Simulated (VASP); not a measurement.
A run of VASP 6.6.1:

The input INCAR:

```
SYSTEM = ZnSe
PREC = Accurate
ENCUT = 500
EDIFF = 1E-6
ISMEAR = 0
SIGMA = 0.01
LREAL = .False.
LASPH = .True.
NELM = 120
ALGO = Normal
ISIF = 2
LWAVE = .False.
LCHARG = .True.
GGA = PE
LELF = .True.
LVHAR = .True.
NBANDS = 16
GGA_COMPAT = .False.
```

Contents of KPOINTS:

```
regular mesh
0
Gamma
  3 3 3
  0 0 0
```

POSCAR

```
ZnSe
1.0
    0.0000000000      2.8338000000      2.8338000000
    2.8338000000      0.0000000000      2.8338000000
    2.8338000000      2.8338000000      0.0000000000
Zn Se
1 1
Direct
    0.0000000000      0.0000000000      0.0000000000
    0.2500000000      0.2500000000      0.2500000000
```

Potentials or basis: VASP PAW PBE potentials, release 64 (Zn, Se).

The run is started by

```console
$ cat potpaw_PBE.64/Zn/POTCAR potpaw_PBE.64/Se/POTCAR > POTCAR
$ mpirun -np 1 vasp_std > vasp.out
```

Hardware: 1 thread of Intel(R) Xeon(R) 6975P-C (Granite Rapids), with other jobs on the host.

Estimate the wall time of this run.

Wall time 4.9 s on 1 thread of Intel(R) Xeon(R) 6975P-C (Granite Rapids), with other jobs on the host, peak memory 0.15 GiB. Counts: scf iterations 13, k points 4.
